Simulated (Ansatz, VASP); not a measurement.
## One calculation of PbS, two programs

```
CELL_PARAMETERS angstrom
2.07995 -5.99130 0.00000
2.07995 5.99130 0.00000
0.00000 0.00000 4.27932
ATOMIC_POSITIONS crystal
Pb 0.13056 0.86944 0.25000
Pb 0.86944 0.13056 0.75000
S 0.35480 0.64520 0.25000
S 0.64520 0.35480 0.75000
```

Alike in both runs: task relaxation of cell and atoms; functional PBEsol; k mesh 7 × 7 × 6; occupations fermi-dirac, width 0.05 eV; no spin polarisation.

|  | VASP | Ansatz |
| --- | --- | --- |
| version | VASP 6.6.1 | Ansatz 0.2.0 |
| potentials or method | VASP PAW PBE potentials, release 64 (Pb_d, S) | Ansatz PAW |
| plane-wave cutoff (eV) | 600 | 420 |
| valence electrons in the cell | 40 | 40 |

```csv
,VASP,Ansatz,Ansatz less VASP
"gap on the k mesh at the Fermi level, each at its own relaxed structure (eV)",1.08,1.08,-0.002
relaxed volume (Å³/atom),25.18,25.18,+0.001
relaxed length of the cell vector where the two differ most in proportion (Å),4.237,4.230,-0.0063
```

VASP's potentials were made for PBE, not for PBEsol.

Neither program's run includes spin-orbit coupling. Noted on Ansatz's run: odd divisions of the mesh miss points on the zone boundary, where band edges often lie, so the gap on the mesh can be too wide; the plane-wave basis is chosen anew once the cell has moved, so the energies of steps on either side of that aren't comparable.
